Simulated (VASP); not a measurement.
A run of VASP 6.6.1 is set up as follows.

INCAR

```
SYSTEM = LiB3Pt
PREC     = Accurate       ! precision mode
ENCUT    = 520            ! plane-wave cutoff, eV
EDIFF    = 1E-7           ! SCF threshold, eV
ISMEAR   = 0              ! smearing method
SIGMA    = 0.1            ! smearing width, eV
LREAL    = .FALSE.        ! projectors in reciprocal space
LASPH    = .TRUE.         ! aspherical terms in the spheres
NELM     = 80             ! most SCF steps
ALGO     = Normal         ! electronic algorithm
ISIF     = 2              ! what is computed and relaxed
LWAVE    = .FALSE.        ! write WAVECAR
LCHARG   = .FALSE.        ! write CHGCAR
GGA      = PE             ! functional
NBANDS   = 19             ! bands
```

File KPOINTS:

```
Automatic mesh
0
G
  10 10 10
  0 0 0
```

File POSCAR:

```
LiB3Pt
1.0
    4.1410249804      0.0000000000      0.0000000000
    0.0000000000      4.1410249804      0.0000000000
    0.0000000000      0.0000000000      4.1410249804
Li B Pt
1 3 1
Direct
    0.5000000000      0.5000000000      0.5000000000
    0.5000000000      0.0000000000      0.0000000000
    0.0000000000      0.5000000000      0.0000000000
    0.0000000000      0.0000000000      0.5000000000
    0.0000000000      0.0000000000      0.0000000000
```

Potentials or basis: VASP PAW PBE potentials, release 64 (Li_sv, B, Pt).

Launch:

```bash
$ cat potpaw_PBE.64/Li_sv/POTCAR potpaw_PBE.64/B/POTCAR potpaw_PBE.64/Pt/POTCAR > POTCAR
$ mpirun -np 1 vasp_std > vasp.out
```

Task: What does it give for the band gap on the k mesh?

Result: Zero (band 11 reaches 6.12 eV, above the bottom of band 12 at 4.66 eV).

Caveat: spin-orbit coupling is left out, which moves the levels of the heavy elements.
